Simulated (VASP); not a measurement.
Here is a VASP 6.6.1 calculation.

File INCAR:

```
SYSTEM = Ge
  PREC = Accurate
  ENCUT = 520
  EDIFF = 1E-6
  ISMEAR = -1
  SIGMA = 0.1293
  LREAL = Auto
  LASPH = .True.
  NELM = 80
  ALGO = Normal
  ISIF = 2
  LWAVE = .False.
  LCHARG = .False.
  GGA = PS
  NBANDS = 186
```

Contents of KPOINTS:

```
Automatic mesh
0
Gamma
  2 2 2
  0.5 0.5 0.5
```

Contents of POSCAR:

```
Ge
1.0
    0.0000000000     -5.7893032736      5.2552831948
    5.0367625965      2.8946516368      5.2552831948
   -5.0367625965      2.8946516368      5.2552831948
Ge
24
Direct
    0.2416531990      0.4949335644      0.9300958255
    0.4684103688      0.8053230926      0.2393033636
    0.8654959741      0.1121787655      0.5081102715
   -0.0564849317      0.7651775750      0.2369418384
    0.3569856788      0.0525348734      0.6236429899
    0.6803003599      0.3839704824      0.8918846338
    0.1102667639      0.8865360152      0.5564219850
    0.4218646287      0.2572157358      0.7556668642
    0.7577790653      0.5996725234      0.1162560523
    0.2708811438      0.5933272463      0.2116674077
    0.6208398916      0.9281671170      0.4456974843
   -0.0419290946      0.1637840402      0.8171926408
    0.5455277697      0.7292665075      0.7379935418
    0.8524824082      0.0846598053      0.1320696237
    0.0914237093      0.3258556446      0.4793474928
    0.8771603438      0.6011780794      0.5717020029
    0.2381865623      0.8510451602      0.9129958664
    0.5219755209      0.2937908444      0.1976014786
    0.3121992981      0.5854445164      0.5188183863
    0.6670086329      1.0166478889      0.8927218575
    0.0081919847      0.3496467282      0.1613059077
    0.8920600092      0.7701360015      0.8172777906
    0.2765807385      0.1281961561      0.1100545426
    0.6268318177      0.4184530801      0.4866452955
```

Potentials or basis: VASP PAW PBE potentials, release 64 (Ge_d).

Command:

```sh
$ cat potpaw_PBE.64/Ge_d/POTCAR > POTCAR
$ mpirun -np 1 vasp_std > vasp.out
```

Question: What does it give for the largest force?

Answer: 2.937 eV/Å.

Question: Estimate the pressure.

Answer: 3.4 GPa.

Question: Predict the band gap on the k mesh.

Answer: Zero (bands 168 and 169 overlap by 0.24 eV).

Stress tensor (GPa, compression positive):
```
 2.84 -0.02  0.11
-0.02  4.07  0.75
 0.11  0.75  3.24
```

Caveat: the k points lie up to 0.41 Å⁻¹ apart; the atoms stand as in a frame of molecular dynamics; semilocal functionals underestimate gaps, so a narrow gap can read as zero; the PAW data sets were made with another functional, which shifts forces and pressure a little.
